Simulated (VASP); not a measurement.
Wanted: the native input for a VASP 6.6.1 run.

| Quantity | Value |
| --- | --- |
| Task | single point |
| Functional | PBE |
| Potentials or basis | VASP PAW PBE potentials, release 64 (Sr_sv, Cl) |
| Cutoff | 520 eV |
| k mesh | 3 × 3 × 2 |
| Occupations | fermi-dirac, width 0.19 eV |
| Spin | no spin polarisation |
| Dipole correction | no |
| Further INCAR settings | ALGO = Normal; EDIFF = 1e-06; NBANDS = 60 |

The structure of SrCl2 lies in POSCAR:

```
SrCl2
1.0
    8.8144978110      0.0000000000      0.0000000000
   -4.4072489055      7.6335790260      0.0000000000
    0.0000000000      0.0000000000      5.5960650195
Sr Cl
4 8
Direct
   -0.0250544402     -0.0066876887     -0.0022821393
   -0.0149226272      0.5006941026     -0.0553565763
    0.4917546309     -0.0143767425     -0.0066795150
    0.5151902216      0.5101080354      0.0141184921
    0.1700713489      0.3513764632      0.2405781554
    0.3639646564      0.1966988217      0.7513111419
    0.1695012016      0.8403405504      0.2886067253
    0.3673756060      0.6896214714      0.7760378024
    0.6516603543      0.3146495231      0.2953262684
    0.8468742497      0.1553522923      0.7001491202
    0.7016527802      0.8358354552      0.3294368442
    0.8105438224      0.6414899202      0.7426300419
```

These files were run (other wordings do the same):

INCAR

```
ALGO = Normal ; EDIFF = 1E-6
ENCUT = 520 ; GGA = PE
ISIF = 2 ; ISMEAR = -1
LASPH = True ; LCHARG = False
LREAL = False ; LWAVE = False
NBANDS = 60 ; NELM = 100
PREC = Accurate ; SIGMA = 0.19
```

KPOINTS

```
k-points
0
Gamma
  3 3 2
```

Potentials or basis: VASP PAW PBE potentials, release 64 (Sr_sv, Cl).

Run with:

```sh
$ cat potpaw_PBE.64/Sr_sv/POTCAR potpaw_PBE.64/Cl/POTCAR > POTCAR
$ mpirun -np 1 vasp_std > vasp.out
```

Results of the run:

The pressure is 0.8 GPa. The largest force is 2.020 eV/Å and the band gap on the k mesh is 4.60 eV.

Caveat: the k points lie up to 0.56 Å⁻¹ apart; forces of over 1 eV/Å act on the atoms, so gaps and moduli don't describe the material at rest.

It took 3.6 min on 1 thread of Intel(R) Xeon(R) Platinum 8488C (Sapphire Rapids), on a shared host, peak memory 0.57 GiB.
